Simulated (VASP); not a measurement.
Runs of VASP 6.6.1 on TiNi. The structure is that of space group Pm-3m (No. 221), or close to it. The cells are those of the table. 

```csv
spin,cell,gap on the mesh (eV),pressure (GPa)
off,"a = 3.085 Å, 2 atoms",none,-13.1
off,"a = 2.864 Å, 2 atoms",none,29.6
off,"a = 2.928 Å, 2 atoms",none,(a)
off,"a = 3.018 Å, 2 atoms",none,-4.4
off,"a = 2.896 Å, 2 atoms",none,20.5
off,"a = 2.958 Å, 2 atoms",none,(b)
"collinear, ferromagnetic start","a = 2.989 Å, 2 atoms",none,0.5
off,"a = 2.989 Å, 2 atoms",none,0.5
```

Alike in all rows: task single point; level r2SCAN; potentials or basis VASP PAW PBE potentials, release 64 (Ti_sv, Ni); k mesh 14 × 14 × 14; cutoff (eV) 520; smearing gaussian 0.1 eV.

Problem. Fill in the values left out.

Solution. (a) 12.8; (b) 6.2.

Caveats: the PAW data sets were made with another functional, which shifts forces and pressure a little; the cell stands under pressure (at least some runs); the cell stands under tension (at least some runs).

A gap of «none» marks levels without a gap at the run's occupations.
